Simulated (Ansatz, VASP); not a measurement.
**Two plane-wave programs on YSiF3**

```
Y Si F
1.0
     7.90010    0.00000    0.00000
     0.00000    7.90010    0.00000
     0.00000    0.00000    3.72109
Y Si F
2 2 6
Cartesian
  0.0000 3.9500 1.8605
  3.9500 0.0000 1.8605
  3.9500 3.9500 0.0000
  0.0000 0.0000 0.0000
  7.0201 3.0700 0.0000
  4.8301 7.0201 0.0000
  3.9500 3.9500 1.8605
  0.8800 4.8301 0.0000
  3.0700 0.8800 0.0000
  0.0000 0.0000 1.8605
```

Alike in both runs: functional PBE; k mesh 4 × 4 × 4; occupations gaussian, width 0.1 eV; no spin polarisation.

Ansatz relaxed the structure, and its values are those at the end. VASP's run is a single point on that final structure, the one shown.

|  | VASP | Ansatz |
| --- | --- | --- |
| version | VASP 6.6.1 | Ansatz 0.2.0 |
| potentials or method | VASP PAW PBE potentials, release 64 (Y_sv, Si, F), cutoff 520 eV | scalar-relativistic, plane waves, PAW |
| valence electrons in the cell | 72 | 72 |

VASP gave:

| Property | Result |
| --- | --- |
| gap on the k mesh at the Fermi level (eV) | none |
| pressure (GPa) | 0.1 |
| rms of the force components (eV/Å) | 0.005 |

Q: Estimate Ansatz's values.

A: gap on the k mesh at the Fermi level (eV): none; pressure (GPa): 0.2; rms of the force components (eV/Å): 0.000.

A gap of «none» marks a metal or a gap that the smearing closes. The functional is the same, so the differences come from potentials, cutoffs and numerics.

The k mesh is coarse, so the values compare programs but aren't converged.
